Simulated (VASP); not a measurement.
# W (Fm-3m) in VASP: settings compared

Aim: see how the results for W move with the level of theory and the settings. Levels: PBE, PBE0, LDA, PBEsol. Tasks: single point.

Everything below comes from runs of VASP 6.6.1. Logs are shortened: lines on timing, memory, paths and dates and some standing lists are left out, and cuts for length are marked.

## (1) The cell of the first run

Symmetry: Fm-3m, No. 225, cubic system. Conventional cell: a = 4.060 Å, b = 4.060 Å, c = 4.060 Å, α = 90.00°, β = 90.00°, γ = 90.00°. Within 3.8 Å of W (site symmetry m-3m) lie 12 W at 2.87 Å.

## (2) Single point, PBE

Contents of INCAR:

```
SYSTEM = W
ALGO = Fast ; EDIFF = 1E-6
ENCUT = 520 ; GGA = PE
ISIF = 2 ; ISMEAR = 0
LASPH = .True. ; LCHARG = .False.
LREAL = .False. ; LWAVE = .False.
NBANDS = 13 ; NELM = 60
PREC = Accurate ; SIGMA = 0.02
```

Contents of KPOINTS:

```
k-points
0
Gamma
  11 11 11
  0 0 0
```

Contents of POSCAR:

```
W
1.0
    0.0000000000      2.0300000000      2.0300000000
    2.0300000000      0.0000000000      2.0300000000
    2.0300000000      2.0300000000      0.0000000000
W
1
Direct
    0.0000000000      0.0000000000      0.0000000000
```

Potentials or basis: VASP PAW PBE potentials, release 64 (W_sv).

Started as:

```
cat potpaw_PBE.64/W_sv/POTCAR > POTCAR
mpirun -np 1 vasp_std > vasp.out
```

OUTCAR:

```text
SYSTEM = W
   EDIFF = 1E-6
   ENCUT = 520
   GGA = PE
   ISIF = 2
   ISMEAR = 0
   LASPH = .True.
   LREAL = .False.
   NELM = 60
   PREC = Accurate

 ion  position               nearest neighbor table
   1  0.000  0.000  0.000-

  LATTYP: Found a face centered cubic cell.
 ALAT       =     4.0600000000

  Lattice vectors:

 A1 = (   0.0000000000,   2.0300000000,   2.0300000000)
 A2 = (   2.0300000000,   0.0000000000,   2.0300000000)
 A3 = (   2.0300000000,   2.0300000000,   0.0000000000)

Analysis of symmetry for initial positions (statically):
=====================================================================
 Subroutine PRICEL returns:
 Original cell was already a primitive cell.

 Routine SETGRP: Setting up the symmetry group for a
 face centered cubic supercell.

 Subroutine GETGRP returns: Found 48 space group operations
 (whereof 48 operations were pure point group operations)
 out of a pool of 48 trial point group operations.

The static configuration has the point symmetry O_h .

Analysis of symmetry for dynamics (positions and initial velocities):
=====================================================================
 Subroutine PRICEL returns:
 Original cell was already a primitive cell.

 Routine SETGRP: Setting up the symmetry group for a
 face centered cubic supercell.

 Subroutine GETGRP returns: Found 48 space group operations
 (whereof 48 operations were pure point group operations)
 out of a pool of 48 trial point group operations.

The dynamic configuration has the point symmetry O_h .

 Subroutine INISYM returns: Found 48 space group operations
 (whereof 48 operations are pure point group operations),
 and found     1 'primitive' translations

----------------------------------------------------------------------------------------

                                     Primitive cell

  volume of cell :      16.7309

  direct lattice vectors                    reciprocal lattice vectors
     0.000000000  2.030000000  2.030000000    -0.246305419  0.246305419  0.246305419
     2.030000000  0.000000000  2.030000000     0.246305419 -0.246305419  0.246305419
     2.030000000  2.030000000  0.000000000     0.246305419  0.246305419 -0.246305419

  length of vectors
     2.870853532  2.870853532  2.870853532     0.426613499  0.426613499  0.426613499

  position of ions in fractional coordinates (direct lattice)
     0.000000000  0.000000000  0.000000000

  ion indices of the primitive-cell ions
   primitive index   ion index
                 1           1

----------------------------------------------------------------------------------------

 KPOINTS: k-points

Automatic generation of k-mesh.
 Grid dimensions read from file:
 generate k-points for:   11   11   11

 Generating k-lattice:

  Cartesian coordinates                     Fractional coordinates (reciprocal lattice)
    -0.022391402  0.022391402  0.022391402     0.090909091  0.000000000  0.000000000
     0.022391402 -0.022391402  0.022391402     0.000000000  0.090909091  0.000000000
     0.022391402  0.022391402 -0.022391402     0.000000000  0.000000000  0.090909091

  Length of vectors
     0.038783045  0.038783045  0.038783045

  Shift w.r.t. Gamma in fractional coordinates (k-lattice)
     0.000000000  0.000000000  0.000000000

 Subroutine IBZKPT returns following result:
 ===========================================

 Found     56 irreducible k-points:

 Following reciprocal coordinates:
            Coordinates               Weight
  0.000000  0.000000  0.000000      1.000000
  0.090909  0.000000  0.000000      8.000000
  0.181818  0.000000  0.000000      8.000000
  0.272727  0.000000  0.000000      8.000000
  0.363636  0.000000  0.000000      8.000000
  0.454545  0.000000  0.000000      8.000000
[... 16 lines left out ...]
 -0.272727  0.181818  0.000000     24.000000
 -0.181818  0.181818  0.000000     12.000000
 [... further k-points ...]
   k-points           NKPTS =     56   k-points in BZ     NKDIM =     56   number of bands    NBANDS=     13
   number of dos      NEDOS =    301   number of ions     NIONS =      1
   total plane-waves  NPLWV =  13824
   dimension x,y,z NGX =    24 NGY =   24 NGZ =   24
   dimension x,y,z NGXF=    48 NGYF=   48 NGZF=   48
   ions per type =               1
   NGX,Y,Z   is equivalent  to a cutoff of  13.90, 13.90, 13.90 a.u.
   NGXF,Y,Z  is equivalent  to a cutoff of  27.80, 27.80, 27.80 a.u.
 SYSTEM =  W
   PREC   = accura    normal or accurate (medium, high low for compatibility)
   ISTART =      0    job   : 0-new  1-cont  2-samecut
   ICHARG =      2    charge: 1-file 2-atom 10-const
   ISPIN  =      1    spin polarized calculation?
   LNONCOLLINEAR =      F non collinear calculations
   LSORBIT =      F    spin-orbit coupling
   LASPH  =      T    aspherical Exc in radial PAW
   ENCUT  =  520.0 eV  38.22 Ry    6.18 a.u.   5.34  5.34  5.34*2*pi/ulx,y,z
   NELM   =     60;   NELMIN=  2; NELMDL= -5     # of ELM steps
   EDIFF  = 0.1E-05   stopping-criterion for ELM
   LREAL  =      F    real-space projection
   EDIFFG = 0.1E-04   stopping-criterion for IOM
   NSW    =      0    number of steps for IOM
   IBRION =     -1    ionic relax: 0-MD 1-quasi-New 2-CG
   NFREE  =      0    steps in history (QN), initial steepest desc. (CG)
   ISIF   =      2    stress and relaxation
   ISYM   =      2    0-nonsym 1-usesym 2-fastsym
   POTIM  = 0.5000    time-step for ionic-motion
   TEBEG  =    0.0;   TEEND  =   0.0 temperature during run
   PSTRESS=    0.0 pullay stress
   NELECT =      14.0000    total number of electrons
   NUPDOWN=      -1.0000    fix difference up-down
   EMIN   =  10.00;   EMAX   =-10.00  energy-range for DOS
   EFERMI =   0.00;   METHOD = LEGACY
   ISMEAR =     0;   SIGMA  =   0.02  broadening in eV -4-tet -1-fermi 0-gaus
   EFERMI_NEDOS =   21; number of points for ismear=-14 and -15
   IALGO  =     68    algorithm
   IMIX   =      4    mixing-type and parameters
     AMIX     =   0.40;   BMIX     =  1.00
     AMIX_MAG =   1.60;   BMIX_MAG =  1.00
  volume/ion in A,a.u.               =      16.73       112.91
  Fermi-wavevector in a.u.,A,eV,Ry     =   1.542688  2.915258 32.380324  2.379887
  Thomas-Fermi vector in A             =   2.648457
   LORBIT       =      0    0 simple, 1 ext, 2 COOP (PROOUT), +10 PAW based schemes
   GGA     = PE    functional components
   LHFCALC =     F    Hartree Fock is set to
   AEXX    =    0.0000 exact exchange contribution
   IVDW    =     0    specifies the selected vdW correction
   LEPSILON=     F    determine dielectric tensor
   LRPA    =     F    only Hartree local field effects (RPA)
 non-spin polarized calculation
 RMM-DIIS sequential band-by-band and
 Gauss-broadening in eV      SIGMA  =   0.02
  energy-cutoff  :      520.00
  volume of cell :       16.73
 maximum number of plane-waves:       463
 NGX is ok and might be reduce to    24
   NGX = 11   NGY = 11   NGZ = 11

 number of electron      14.0000002 magnetization

 Free energy of the ion-electron system (eV)
  ---------------------------------------------------
  ext. energy  EPLUGINS =         0.00000000
  ---------------------------------------------------
  free energy    TOTEN  =       -12.47792206 eV

  energy without entropy =      -12.47781273  energy(sigma->0) =      -12.47786740

 E-fermi :  10.2389     XC(G=0): -13.3276

 val. band max:       10.1981058140   @ k =  -0.2727   0.0909   0.0000
 cond. band min:      10.2550110755   @ k =   0.1818   0.0909   0.0000
 fundamental gap:      0.0569052615
 Fermi energy:        10.2388772459

 k-point     1 :       0.0000    0.0000    0.0000
  band No.  band energies     occupation
      1     -63.4814      2.00000
      2     -27.1359      2.00000
      3     -27.1359      2.00000
      4     -27.1359      2.00000
      5       1.3350      2.00000
      6       9.6936      2.00000
      7       9.6936      2.00000
      8       9.6936      2.00000
      9      12.7337      0.00000
     10      12.7337      0.00000
     11      22.9877      0.00000
     12      28.1112      0.00000
     13      28.1112      0.00000

 k-point     2 :       0.0909    0.0000    0.0000
  band No.  band energies     occupation
      1     -63.4738      2.00000
      2     -27.2265      2.00000
      3     -27.1476      2.00000
      4     -27.1476      2.00000
      5       1.6858      2.00000
      6       9.4324      2.00000
      7       9.8521      2.00000
      8       9.8521      2.00000
      9      12.5966      0.00000
     10      12.5966      0.00000
     11      23.6765      0.00000
     12      26.7718      0.00000
     13      28.7681      0.00000

 k-point     3 :       0.1818    0.0000    0.0000
  band No.  band energies     occupation
      1     -63.4532      2.00000
      2     -27.4645      2.00000
      3     -27.1788      2.00000
      4     -27.1788      2.00000
      5       2.6330      2.00000
      6       8.9136      2.00000
      7      10.1321      2.00000
      8      10.1321      2.00000
      9      12.4866      0.00000
     10      12.4866      0.00000
     11      24.3453      0.00000
     12      25.8616      0.00000
     13      30.5811      0.00000
[... 305 lines left out ...]
 k-point    23 :      -0.2727    0.1818    0.0000
  band No.  band energies     occupation
      1     -63.3939      2.00000
      2     -27.9128      2.00000
      3     -27.4843      2.00000
      4     -27.2559      2.00000
      5       5.5305      2.00000
      6       8.3260      2.00000
      7       8.9165      2.00000
      8      10.7182      0.00000
      9      12.4209      0.00000
     10      16.0091      0.00000
     11      22.9096      0.00000
     12      26.2673      0.00000
     13      27.6176      0.00000

 k-point    24 :      -0.1818    0.1818    0.0000
  band No.  band energies     occupation
      1     -63.4169      2.00000
      2     -27.7374      2.00000
      3     -27.3891      2.00000
      4     -27.2089      2.00000
      5       4.4492      2.00000
      6       8.1902      2.00000
      7       9.6082      2.00000
      8      11.1694      0.00000
      9      11.2320      0.00000
     10      14.6280      0.00000
     11      24.3431      0.00000
     12      27.8825      0.00000
     13      28.6656      0.00000

 [... further k-points ...]
[... 5 lines left out ...]
  --------------------------------------------------------------------------------------
  -------------------------------------------------------------------------------------
  Total       -0.4796160     -0.4796160     -0.4796160      0.0000000     -0.0000000      0.0000000
  in kB      -45.9289083    -45.9289083    -45.9289083      0.0000000     -0.0000000      0.0000000
  external PRESSURE =     -45.9289083 kB  Pullay stress =       0.0000000 kB

 VOLUME and BASIS-vectors are now :
 -----------------------------------------------------------------------------
  energy-cutoff  :      520.00
  volume of cell :       16.73
      direct lattice vectors                 reciprocal lattice vectors
     0.000000000  2.030000000  2.030000000    -0.246305419  0.246305419  0.246305419
     2.030000000  0.000000000  2.030000000     0.246305419 -0.246305419  0.246305419
     2.030000000  2.030000000  0.000000000     0.246305419  0.246305419 -0.246305419

 POSITION                                       TOTAL-FORCE (eV/Angst)
 -----------------------------------------------------------------------------------
      0.00000      0.00000      0.00000         0.000000      0.000000      0.000000
 -----------------------------------------------------------------------------------
    total drift:                               -0.000000      0.000000     -0.000000

  FREE ENERGIE OF THE ION-ELECTRON SYSTEM (eV)
  ---------------------------------------------------
  free  energy   TOTEN  =       -12.4779220602 eV

  energy  without entropy=      -12.4778127318  energy(sigma->0) =      -12.47786740
```

It took 14 s on 1 thread of Intel Xeon 8259CL, shared host; peak memory 0.14 GiB.

Results:

```yaml
Free_energy: -12.4779 eV
Pressure: -4.6 GPa
Band_gap_on_the_k_mesh: zero (band 7 reaches 12.79 eV, above the bottom of band 8 at 9.69 eV)
```

Caveat: spin-orbit coupling is left out, which moves the levels of the heavy elements.

## (3) Single point, PBE0

This run uses another cell than the first one, of 17.73 Å³/atom, 1.060 times its volume.

Contents of POSCAR:

```
W
1.0
    0.0000000000      2.0698140295      2.0698140295
    2.0698140295      0.0000000000      2.0698140295
    2.0698140295      2.0698140295      0.0000000000
W
1
Direct
    0.0000000000      0.0000000000      0.0000000000
```

Contents of INCAR.step1:

```
PREC = Accurate
ENCUT = 520
EDIFF = 1E-5
ISMEAR = -1
SIGMA = 0.05
LREAL = False
LASPH = True
NELM = 60
ALGO = Normal
ISIF = 2
LWAVE = True
LCHARG = False
NBANDS = 13
GGA = PE
```

Contents of INCAR.step2:

```
PREC = Accurate
ENCUT = 520
EDIFF = 1E-6
ISMEAR = -1
SIGMA = 0.05
LREAL = False
LASPH = True
NELM = 60
ALGO = Normal
ISIF = 2
LWAVE = False
LCHARG = False
GGA = PE
LHFCALC = True
AEXX = 0.25
PRECFOCK = Normal
NBANDS = 13
ISTART = 1
```

Contents of KPOINTS:

```
Automatic mesh
0
Gamma
  6 6 6
```

Potentials or basis: VASP PAW PBE potentials, release 64 (W_sv).

Started as:

```
cat potpaw_PBE.64/W_sv/POTCAR > POTCAR
cp INCAR.step1 INCAR
mpirun -np 1 vasp_std > vasp.out
cp INCAR.step2 INCAR
mpirun -np 1 vasp_std > vasp.out
```

OUTCAR:

```text
PREC = Accurate
   ENCUT = 520
   EDIFF = 1E-6
   ISMEAR = -1
   LREAL = False
   LASPH = True
   NELM = 60
   ISIF = 2
   GGA = PE
   LHFCALC = True
   AEXX = 0.25
   PRECFOCK = Normal
   ISTART = 1

 ion  position               nearest neighbor table
   1  0.000  0.000  0.000-

  LATTYP: Found a face centered cubic cell.
 ALAT       =     4.1396280590
[... 433 lines left out ...]
      7       8.2732      2.00000
      8      12.3573      0.00000
      9      15.5125      0.00000
     10      18.7783      0.00000
     11      19.9914      0.00000
     12      21.2946      0.00000
     13      24.7911      0.00000

------------------------ aborting loop because EDIFF is reached ----------------------------------------

  FORCE on cell =-STRESS in cart. coord.  units (eV):
  Direction    XX          YY          ZZ          XY          YZ          ZX
  --------------------------------------------------------------------------------------
  -------------------------------------------------------------------------------------
  Total       -2.6631181     -2.6631181     -2.6631181      0.0000000      0.0000000     -0.0000000
  in kB     -240.5896992   -240.5896992   -240.5896992      0.0000000      0.0000000     -0.0000000
  external PRESSURE =    -240.5896992 kB  Pullay stress =       0.0000000 kB

 VOLUME and BASIS-vectors are now :
 -----------------------------------------------------------------------------
  energy-cutoff  :      520.00
  volume of cell :       17.73
      direct lattice vectors                 reciprocal lattice vectors
     0.000000000  2.069814029  2.069814029    -0.241567596  0.241567596  0.241567596
     2.069814029  0.000000000  2.069814029     0.241567596 -0.241567596  0.241567596
     2.069814029  2.069814029  0.000000000     0.241567596  0.241567596 -0.241567596

 POSITION                                       TOTAL-FORCE (eV/Angst)
 -----------------------------------------------------------------------------------
      0.00000      0.00000      0.00000         0.000000      0.000000      0.000000
 -----------------------------------------------------------------------------------
    total drift:                               -0.000000     -0.000000     -0.000000

  FREE ENERGIE OF THE ION-ELECTRON SYSTEM (eV)
  ---------------------------------------------------
  free  energy   TOTEN  =       -15.3896774104 eV

  energy  without entropy=      -15.3862435317  energy(sigma->0) =      -15.38796047
```

It took 19 min on 1 thread of Intel Xeon 6975P-C, shared host; peak memory 0.15 GiB.

What came out:

| Property | Result |
| --- | --- |
| Free energy | -15.3897 eV |
| Pressure | -24.1 GPa |
| Band gap on the k mesh | zero (band 7 reaches 12.11 eV, above the bottom of band 8 at 8.38 eV) |

Caveat: the k points lie up to 0.44 Å⁻¹ apart; the PAW data sets were made with another functional, which shifts forces and pressure a little; spin-orbit coupling is left out, which moves the levels of the heavy elements.

## (4) Single point, LDA

Contents of INCAR:

```
PREC = Accurate ; ENCUT = 500
EDIFF = 1E-6 ; ISMEAR = -5
SIGMA = 0.05 ; LREAL = False
LASPH = True ; NELM = 120
ALGO = Normal ; ISIF = 2
LWAVE = False ; LCHARG = False
NBANDS = 13 ; GGA_COMPAT = False
```

Contents of KPOINTS:

```
regular mesh
0
Gamma
  11 11 11
```

Contents of POSCAR:

```
W
1.0
    0.0000000000      2.0300000000      2.0300000000
    2.0300000000      0.0000000000      2.0300000000
    2.0300000000      2.0300000000      0.0000000000
W
1
Direct
    0.0000000000      0.0000000000      0.0000000000
```

Potentials or basis: VASP PAW LDA potentials, release 64 (W_sv).

Started as:

```
cat potpaw_LDA.64/W_sv/POTCAR > POTCAR
mpirun -np 1 vasp_std > vasp.out
```

Wall time 23 s (1 thread of AMD EPYC 7R13, shared host); peak memory 0.11 GiB.

The run converged. Its results:

```
Free energy            : -13.5639 eV
Pressure               : -16.4 GPa
Band gap on the k mesh : zero (band 7 reaches 12.78 eV, above the bottom of band 8 at 9.53 eV)
```

Levels at points of the mesh, in eV from the Fermi level:
```csv
k point,band 5,band 6,band 7,band 8,band 9,band 10
"(0.00, 0.00, 0.00)",-8.82,-0.58,-0.58,-0.58,2.42,2.42
```

Caveat: spin-orbit coupling is left out, which moves the levels of the heavy elements; tetrahedron occupations give inexact forces and stress in metals.

## (5) Single point, PBEsol

This run uses another cell than the first one, of 16.00 Å³/atom, 0.956 times its volume.

Contents of INCAR:

```
PREC = Accurate ; ENCUT = 520
EDIFF = 1E-6 ; ISMEAR = -1
SIGMA = 0.05 ; LREAL = False
LASPH = True ; NELM = 60
ALGO = Normal ; ISIF = 2
LWAVE = False ; LCHARG = False
GGA = PS ; NBANDS = 13
```

KPOINTS is that of step 4.

Contents of POSCAR:

```
W
1.0
    0.0000000000      1.9999138822      1.9999138822
    1.9999138822      0.0000000000      1.9999138822
    1.9999138822      1.9999138822      0.0000000000
W
1
Direct
    0.0000000000      0.0000000000      0.0000000000
```

Potentials or basis: VASP PAW PBE potentials, release 64 (W_sv).

Started as:

```
cat potpaw_PBE.64/W_sv/POTCAR > POTCAR
mpirun -np 1 vasp_std > vasp.out
```

It took 12 s on 1 thread of Intel Xeon 8259CL, shared host; peak memory 0.15 GiB.

It converged, with:

| Property | Result |
| --- | --- |
| Free energy | -13.3229 eV |
| Pressure | 0.6 GPa |
| Band gap on the k mesh | zero (band 7 reaches 13.48 eV, above the bottom of band 8 at 10.07 eV) |

Levels at points of the mesh, in eV from the Fermi level:
| k point | band 3 | band 4 | band 5 | band 6 | band 7 | band 8 | band 9 | band 10 | band 11 | band 12 |
| --- | --- | --- | --- | --- | --- | --- | --- | --- | --- | --- |
| (0.00, 0.00, 0.00) | -37.16 | -37.16 | -9.11 | -0.57 | -0.57 | -0.57 | 2.66 | 2.66 | 12.89 | 18.19 |

Caveat: the PAW data sets were made with another functional, which shifts forces and pressure a little; spin-orbit coupling is left out, which moves the levels of the heavy elements.

(Part 1 of 2 ends here.)
